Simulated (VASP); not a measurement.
# TePb in VASP: a series of runs, part 2 of 2

VASP 6.6.1. The steps go on from the part before.

**6. Relaxation of cell and atoms, PBE**

INCAR

```
SYSTEM = TePb
PREC     = Accurate       ! precision mode
ENCUT    = 600            ! plane-wave cutoff, eV
EDIFF    = 1E-6           ! SCF threshold, eV
ISMEAR   = -1             ! smearing method
SIGMA    = 0.05           ! smearing width, eV
LREAL    = .False.        ! projectors in reciprocal space
LASPH    = .True.         ! aspherical terms in the spheres
NELM     = 60             ! most SCF steps
ALGO     = Normal         ! electronic algorithm
ISIF     = 3              ! what is computed and relaxed
LWAVE    = .False.        ! write WAVECAR
LCHARG   = .False.        ! write CHGCAR
GGA      = PE             ! functional
IBRION   = 2              ! ionic algorithm
NSW      = 80             ! ionic steps
EDIFFG   = -0.02          ! ionic threshold
```

KPOINTS

```
Automatic mesh
0
Gamma
  7 7 7
  0 0 0
```

POSCAR

```
TePb
1.0
    0.0000000000      3.2310000000      3.2310000000
    3.2310000000      0.0000000000      3.2310000000
    3.2310000000      3.2310000000      0.0000000000
Pb Te
1 1
Direct
    0.0000000000      0.0000000000      0.0000000000
    0.5000000000      0.5000000000      0.5000000000
```

Potentials or basis: VASP PAW PBE potentials, release 64 (Pb_d, Te).

Run with:

```
$ cat potpaw_PBE.64/Pb_d/POTCAR potpaw_PBE.64/Te/POTCAR > POTCAR
$ mpirun -np 1 vasp_std > vasp.out
```

OUTCAR:

```text
SYSTEM = TePb
   PREC = Accurate
   ENCUT = 600
   EDIFF = 1E-6
   ISMEAR = -1
   LREAL = .False.
   LASPH = .True.
   NELM = 60
   ISIF = 3
   GGA = PE
   IBRION = 2
   NSW = 80
   EDIFFG = -0.02

 ion  position               nearest neighbor table
   1  0.000  0.000  0.000-   2 3.23   2 3.23   2 3.23   2 3.23   2 3.23   2 3.23
   2  0.500  0.500  0.500-   1 3.23   1 3.23   1 3.23   1 3.23   1 3.23   1 3.23

  LATTYP: Found a face centered cubic cell.
 ALAT       =     6.4620000000

  Lattice vectors:

 A1 = (   0.0000000000,   3.2310000000,   3.2310000000)
 A2 = (   3.2310000000,   0.0000000000,   3.2310000000)
 A3 = (   3.2310000000,   3.2310000000,   0.0000000000)

Analysis of symmetry for initial positions (statically):
=====================================================================
 Subroutine PRICEL returns:
 Original cell was already a primitive cell.

 Routine SETGRP: Setting up the symmetry group for a
 face centered cubic supercell.

 Subroutine GETGRP returns: Found 48 space group operations
 (whereof 48 operations were pure point group operations)
 out of a pool of 48 trial point group operations.

The static configuration has the point symmetry O_h .

Analysis of symmetry for dynamics (positions and initial velocities):
=====================================================================
 Subroutine PRICEL returns:
 Original cell was already a primitive cell.

 Routine SETGRP: Setting up the symmetry group for a
 face centered cubic supercell.

 Subroutine GETGRP returns: Found 48 space group operations
 (whereof 48 operations were pure point group operations)
 out of a pool of 48 trial point group operations.

The dynamic configuration has the point symmetry O_h .

 Subroutine INISYM returns: Found 48 space group operations
 (whereof 48 operations are pure point group operations),
 and found     1 'primitive' translations

----------------------------------------------------------------------------------------

                                     Primitive cell

  volume of cell :      67.4592

  direct lattice vectors                    reciprocal lattice vectors
     0.000000000  3.231000000  3.231000000    -0.154750851  0.154750851  0.154750851
     3.231000000  0.000000000  3.231000000     0.154750851 -0.154750851  0.154750851
     3.231000000  3.231000000  0.000000000     0.154750851  0.154750851 -0.154750851

  length of vectors
     4.569324020  4.569324020  4.569324020     0.268036337  0.268036337  0.268036337

  position of ions in fractional coordinates (direct lattice)
     0.000000000  0.000000000  0.000000000
     0.500000000  0.500000000  0.500000000

  ion indices of the primitive-cell ions
   primitive index   ion index
                 1           1
                 2           2

----------------------------------------------------------------------------------------

 KPOINTS: Automatic mesh

Automatic generation of k-mesh.
 Grid dimensions read from file:
 generate k-points for:    7    7    7

 Generating k-lattice:

  Cartesian coordinates                     Fractional coordinates (reciprocal lattice)
    -0.022107264  0.022107264  0.022107264     0.142857143  0.000000000  0.000000000
     0.022107264 -0.022107264  0.022107264     0.000000000  0.142857143  0.000000000
     0.022107264  0.022107264 -0.022107264     0.000000000  0.000000000  0.142857143

  Length of vectors
     0.038290905  0.038290905  0.038290905

  Shift w.r.t. Gamma in fractional coordinates (k-lattice)
     0.000000000  0.000000000  0.000000000

 Subroutine IBZKPT returns following result:
 ===========================================

 Found     20 irreducible k-points:

 Following reciprocal coordinates:
            Coordinates               Weight
  0.000000  0.000000  0.000000      1.000000
  0.142857  0.000000  0.000000      8.000000
  0.285714  0.000000  0.000000      8.000000
  0.428571  0.000000  0.000000      8.000000
  0.142857  0.142857  0.000000      6.000000
  0.285714  0.142857  0.000000     24.000000
[... 12 lines left out ...]
 -0.428571  0.428571  0.142857     24.000000
 -0.285714  0.428571  0.142857     24.000000
   k-points           NKPTS =     20   k-points in BZ     NKDIM =     20   number of bands    NBANDS=     14
   number of dos      NEDOS =    301   number of ions     NIONS =      2
   total plane-waves  NPLWV =  64000
   dimension x,y,z NGX =    40 NGY =   40 NGZ =   40
   dimension x,y,z NGXF=    80 NGYF=   80 NGZF=   80
   ions per type =               1   1
   NGX,Y,Z   is equivalent  to a cutoff of  14.55, 14.55, 14.55 a.u.
   NGXF,Y,Z  is equivalent  to a cutoff of  29.11, 29.11, 29.11 a.u.
 SYSTEM =  TePb
   PREC   = accura    normal or accurate (medium, high low for compatibility)
   ISTART =      0    job   : 0-new  1-cont  2-samecut
   ICHARG =      2    charge: 1-file 2-atom 10-const
   ISPIN  =      1    spin polarized calculation?
   LNONCOLLINEAR =      F non collinear calculations
   LSORBIT =      F    spin-orbit coupling
   LASPH  =      T    aspherical Exc in radial PAW
   ENCUT  =  600.0 eV  44.10 Ry    6.64 a.u.   9.13  9.13  9.13*2*pi/ulx,y,z
   NELM   =     60;   NELMIN=  2; NELMDL= -5     # of ELM steps
   EDIFF  = 0.1E-05   stopping-criterion for ELM
   LREAL  =      F    real-space projection
   EDIFFG = -.2E-01   stopping-criterion for IOM
   NSW    =     80    number of steps for IOM
   IBRION =      2    ionic relax: 0-MD 1-quasi-New 2-CG
   NFREE  =      1    steps in history (QN), initial steepest desc. (CG)
   ISIF   =      3    stress and relaxation
   ISYM   =      2    0-nonsym 1-usesym 2-fastsym
   POTIM  = 0.5000    time-step for ionic-motion
   TEBEG  =    0.0;   TEEND  =   0.0 temperature during run
   PSTRESS=    0.0 pullay stress
   NELECT =      20.0000    total number of electrons
   NUPDOWN=      -1.0000    fix difference up-down
   EMIN   =  10.00;   EMAX   =-10.00  energy-range for DOS
   EFERMI =   0.00;   METHOD = LEGACY
   ISMEAR =    -1;   SIGMA  =   0.05  broadening in eV -4-tet -1-fermi 0-gaus
   EFERMI_NEDOS =   21; number of points for ismear=-14 and -15
   IALGO  =     38    algorithm
   IMIX   =      4    mixing-type and parameters
     AMIX     =   0.40;   BMIX     =  1.00
     AMIX_MAG =   1.60;   BMIX_MAG =  1.00
  volume/ion in A,a.u.               =      33.73       227.62
  Fermi-wavevector in a.u.,A,eV,Ry     =   1.091619  2.062861 16.213147  1.191633
  Thomas-Fermi vector in A             =   2.227868
   LORBIT       =      0    0 simple, 1 ext, 2 COOP (PROOUT), +10 PAW based schemes
   GGA     = PE    functional components
   LHFCALC =     F    Hartree Fock is set to
   AEXX    =    0.0000 exact exchange contribution
   IVDW    =     0    specifies the selected vdW correction
   LEPSILON=     F    determine dielectric tensor
   LRPA    =     F    only Hartree local field effects (RPA)
 conjugate gradient relaxation of ions
 non-spin polarized calculation
  energy-cutoff  :      600.00
  volume of cell :       67.46
 maximum number of plane-waves:      2259
 NGX is ok and might be reduce to    40
   NGX = 19   NGY = 19   NGZ = 19

--------------------------------------- Ionic step        1  -------------------------------------------

 number of electron      19.9999998 magnetization

 Free energy of the ion-electron system (eV)
  ---------------------------------------------------
  ext. energy  EPLUGINS =         0.00000000
  ---------------------------------------------------
  free energy    TOTEN  =        -7.50262927 eV

  energy without entropy =       -7.50262681  energy(sigma->0) =       -7.50262804

------------------------ aborting loop because EDIFF is reached ----------------------------------------

  FORCE on cell =-STRESS in cart. coord.  units (eV):
  Direction    XX          YY          ZZ          XY          YZ          ZX
  --------------------------------------------------------------------------------------
  -------------------------------------------------------------------------------------
  Total        0.8765867      0.8765867      0.8765867      0.0000000     -0.0000000     -0.0000000
  in kB       20.8192257     20.8192257     20.8192257      0.0000000     -0.0000000     -0.0000000
  external PRESSURE =      20.8192257 kB  Pullay stress =       0.0000000 kB
[... 57 lines left out ...]
  energy  without entropy=       -7.5219504697  energy(sigma->0) =       -7.52195114

--------------------------------------- Ionic step        3  -------------------------------------------

 number of electron      20.0000002 magnetization

 Free energy of the ion-electron system (eV)
  ---------------------------------------------------
  ext. energy  EPLUGINS =         0.00000000
  ---------------------------------------------------
  free energy    TOTEN  =        -7.52365879 eV

  energy without entropy =       -7.52365728  energy(sigma->0) =       -7.52365803

 E-fermi :   5.4655     XC(G=0):  -9.0833

 val. band max:        4.9151584492   @ k =   0.4286   0.0000   0.0000
 cond. band min:       5.9923048427   @ k =   0.4286   0.0000   0.0000
 fundamental gap:      1.0771463935
 Fermi energy:         5.4654985995

 k-point     1 :       0.0000    0.0000    0.0000
  band No.  band energies     occupation
      1     -11.6373      2.00000
      2     -11.6373      2.00000
      3     -11.6316      2.00000
      4     -11.6316      2.00000
      5     -11.6316      2.00000
      6      -6.6158      2.00000
      7      -0.7026      2.00000
      8       3.8465      2.00000
      9       3.8465      2.00000
     10       3.8465      2.00000
     11       9.0330      0.00000
     12       9.0330      0.00000
     13       9.0330      0.00000
     14      10.9182      0.00000
[... 350 lines left out ...]
  FREE ENERGIE OF THE ION-ELECTRON SYSTEM (eV)
  ---------------------------------------------------
  free  energy   TOTEN  =        -7.5236587910 eV

  energy  without entropy=       -7.5236572778  energy(sigma->0) =       -7.52365803

 reached required accuracy - stopping structural energy minimisation
```

Run time: 1.8 min. Hardware: 1 thread of Intel Xeon 8259CL, shared host; peak memory 0.25 GiB.

Results:

```
Free energy                           : -7.5237 eV
Relaxed volume                        : 35.41 Å³/atom
Relaxed cell                          : a = 4.644 Å, b = 4.644 Å, c = 4.644 Å, α = 60.00°, β = 60.00°, γ = 60.00°
Space group after relaxing (to 0.1 Å) : Fm-3m (No. 225)
Energy gained by relaxing             : 10.5 meV/atom
Ionic steps                           : 3
Pressure after relaxing               : 0.0 GPa
```

The path:
| step | energy change (eV) | largest force (eV/Å) | pressure (GPa) | volume (Å³) |
| --- | --- | --- | --- | --- |
| 1 | 0.0000 | 0.0000 | 2.08 | 67.46 |
| 2 | -0.0193 | 0.0000 | -0.54 | 71.83 |
| 3 | -0.0210 | 0.0000 | 0.00 | 70.81 |

Final structure:
```yaml
crystal:
  lattice:
    - [0.00000, 3.28370, 3.28370]
    - [3.28370, 0.00000, 3.28370]
    - [3.28370, 3.28370, 0.00000]
  atoms:
    - { symbol: Pb, position: [0.00000, 0.00000, 0.00000] }
    - { symbol: Te, position: [0.50000, 0.50000, 0.50000] }
```

Levels at points of the mesh, in eV from the Fermi level:
| k point | band 8 | band 9 | band 10 | band 11 | band 12 | band 13 |
| --- | --- | --- | --- | --- | --- | --- |
| (0.00, 0.00, 0.00) | -1.62 | -1.62 | -1.62 | 3.57 | 3.57 | 3.57 |

Caveat: this odd mesh misses L, so gap, dielectric constants and Born charges aren't listed; spin-orbit coupling is left out, which moves the levels of the heavy elements. Zero-point motion and thermal expansion aren't in these numbers.

**7. Overview**

| task | level | cell | k mesh | cutoff (eV) | grid for exact exchange (PRECFOCK) | share of exact exchange | screening parameter | gap on the mesh (eV) | pressure (GPa) | relaxed volume (Å³/atom) |
| --- | --- | --- | --- | --- | --- | --- | --- | --- | --- | --- |
| single point | PBEsol | a = 4.569, b = 4.569, c = 4.592 Å, angles 59.8, 59.8, 59.7°, 2 atoms | 6 × 6 × 6 | 520 | - | - | - | 0.62 | -0.4 | - |
| single point | PBE-based screened hybrid with 25 % exact exchange | a = 4.569 Å, angles 60.0°, 2 atoms | 4 × 4 × 4 | 520 | Normal | 0.25 | 0.3 1/Å | 0.96 | 1.1 | - |
| single point | PBE | a = 4.647 Å, angles 60.0°, 2 atoms | 7 × 7 × 7 | 520 | - | - | - | - | -0.1 | - |
| relaxation of cell and atoms | PBEsol | relaxed from a = 4.569 Å, angles 60.0°, 2 atoms | 7 × 7 × 7 | 600 | - | - | - | - | 0.0 | 33.42 |
| relaxation of cell and atoms | PBE | relaxed from a = 4.569 Å, angles 60.0°, 2 atoms | 7 × 7 × 7 | 600 | - | - | - | - | 0.0 | 35.41 |

Alike in all rows: potentials or basis VASP PAW PBE potentials, release 64 (Pb_d, Te); no spin polarisation; smearing fermi-dirac 0.05 eV.

Caveats: some runs use coarse meshes; spin-orbit coupling is left out, which moves the levels of the heavy elements; the PAW data sets were made with another functional, which shifts forces and pressure a little (at least some runs).

Total energies depend on the potentials used, so only differences within one code and one set of settings carry meaning.
